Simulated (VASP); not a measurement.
The system is Sb.

```
CELL_PARAMETERS angstrom
2.15420 1.24373 3.75800
-2.15420 1.24373 3.75800
0.00000 -2.48746 3.75800
ATOMIC_POSITIONS crystal
Sb 0.23349 0.23349 0.23349
Sb 0.76651 0.76651 0.76651
```

- Program: VASP 6.6.1
- Task: relaxation of cell and atoms
- Functional: revPBE
- Dispersion: D3(BJ)
- Potentials or basis: VASP PAW PBE potentials, release 64 (Sb)
- Cutoff: 600 eV
- k mesh: 8 × 8 × 8
- Occupations: fermi-dirac, width 0.1 eV
- Spin: no spin polarisation

At the start: pressure -1.2 GPa; volume 30.21 Å³/atom.

**Question.** How do energy, volume and symmetry change on relaxing?

**Answer.** Over 10 steps the energy falls by 13.3 meV/atom and the volume is 28.82 Å³/atom (-4.6 %); space group R-3m (No. 166, to 0.1 Å) before and after.

Step by step:
| step | energy change (eV) | largest force (eV/Å) | pressure (GPa) | volume (Å³) |
| --- | --- | --- | --- | --- |
| 1 | 0.0000 | 0.2373 | -1.21 | 60.41 |
| 2 | -0.0124 | 0.3070 | 0.39 | 58.44 |
| 3 | -0.0127 | 0.3186 | 0.68 | 58.11 |
| 4 | -0.0222 | 0.1565 | 0.41 | 57.81 |
| 5 | -0.0260 | 0.0275 | 0.14 | 57.38 |
| 6 | -0.0261 | 0.0136 | 0.15 | 57.42 |
| 7 | -0.0263 | 0.0182 | -0.09 | 57.66 |
| 8 | -0.0263 | 0.0190 | -0.13 | 57.71 |
| 9 | -0.0265 | 0.0024 | -0.04 | 57.65 |
| 10 | -0.0265 | 0.0081 | -0.02 | 57.64 |

Final structure:
```
Sb
1.0
     2.14428    1.23800    3.61890
    -2.14428    1.23800    3.61890
     0.00000   -2.47600    3.61890
Sb
2
Direct
  0.23822 0.23822 0.23822
  0.76178 0.76178 0.76178
```

Caveat: the PAW data sets were made with another functional, which shifts forces and pressure a little.
